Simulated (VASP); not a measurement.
Here is a VASP 6.6.1 calculation.

Contents of INCAR:

```
SYSTEM = Mg4H
  PREC = Accurate
  ENCUT = 520
  EDIFF = 1E-6
  ISMEAR = 0
  SIGMA = 0.1
  LREAL = .False.
  LASPH = .True.
  NELM = 60
  ALGO = Normal
  ISIF = 2
  LWAVE = .False.
  LCHARG = .False.
  LDIPOL = .True.
  IDIPOL = 3
  DIPOL = 0.5 0.5 0.292
  GGA = PE
  NBANDS = 20
```

The input KPOINTS:

```
regular mesh
0
Gamma
  4 5 1
  0 0 0
```

Contents of POSCAR:

```
Mg4H
1.0
    6.4201385733      0.0000000000      0.0000000000
    0.0000000000      5.1379129567      0.0000000000
    0.0000000000      0.0000000000     21.6644777330
Mg H
8 2
Direct
    0.0000000000      0.7500000000      0.1846340378
    0.5000000000      0.7500000000      0.1846340378
    0.2500000000      0.2500000000      0.2274076137
    0.7500000000      0.2500000000      0.2274076137
    0.2500000000      0.7500000000      0.3173234500
    0.7500000000      0.7500000000      0.3173234500
    0.0000000000      0.2500000000      0.3537808678
    0.5000000000      0.2500000000      0.3537808678
    0.6784283361      0.0833333333      0.3745521971
    0.8215716639      0.0833333333      0.3745521971
```

Potentials or basis: VASP PAW PBE potentials, release 64 (Mg, H).

The run is started by

```bash
$ cat potpaw_PBE.64/Mg/POTCAR potpaw_PBE.64/H/POTCAR > POTCAR
$ mpirun -np 1 vasp_std > vasp.out
```

Q: Predict the largest force.

A: 4.374 eV/Å.

Q: Estimate the band gap on the k mesh.

A: Zero (bands 9 and 10 overlap by 0.42 eV).

Forces on the atoms (eV/Å):
```
Mg  -0.050  0.084  0.184
Mg   0.050  0.084  0.184
Mg   0.000 -0.071 -0.114
Mg   0.000 -0.064 -0.236
Mg   0.000  0.027  0.020
Mg   0.000 -0.166 -0.181
Mg   3.346  2.465 -1.364
Mg  -3.346  2.465 -1.364
H    1.744 -2.411  1.436
H   -1.744 -2.411  1.436
```
